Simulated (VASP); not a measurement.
# AlN: single point with PBEsol

The system is AlN.

```xyz
2
Lattice="0.0000 2.1683 2.1683 2.1683 0.0000 2.1683 2.1683 2.1683 0.0000" Properties=species:S:1:pos:R:3 pbc="T T T"
Al    0.0000    0.0000    0.0000
N     3.2524    3.2524    3.2524
```

```json
{
 "Program": "VASP 6.6.1",
 "Task": "single point",
 "Functional": "PBEsol",
 "Potentials or basis": "VASP PAW PBE potentials, release 64 (Al, N)",
 "Cutoff": "520 eV",
 "k mesh": "10 × 10 × 10",
 "Occupations": "gaussian, width 0.01 eV",
 "Spin": "no spin polarisation"
}
```

```yaml
Pressure: 6.0 GPa
Band_gap_on_the_k_mesh: 3.20 eV, indirect (least direct gap 4.33 eV)
```

Levels at points of the mesh, in eV from the valence-band top:
```tsv
k point	band 1	band 2	band 3	band 4	band 5	band 6	band 7	band 8
(0.00, 0.00, 0.00)	-15.09	0.00	0.00	0.00	4.33	12.68	12.68	12.68
(0.50, 0.00, 0.00)	-12.94	-6.01	-0.48	-0.48	7.48	9.91	11.17	11.17
(0.50, 0.50, 0.00)	-12.27	-5.01	-1.81	-1.81	3.20	8.61	14.17	15.90
```

Wall time 3.3 s on 1 thread of Intel(R) Xeon(R) 6975P-C (Granite Rapids), with other jobs on the host, peak memory 0.13 GiB.

Caveat: the PAW data sets were made with another functional, which shifts forces and pressure a little. PBEsol gaps usually lie below the measured ones, often by a third to a half.
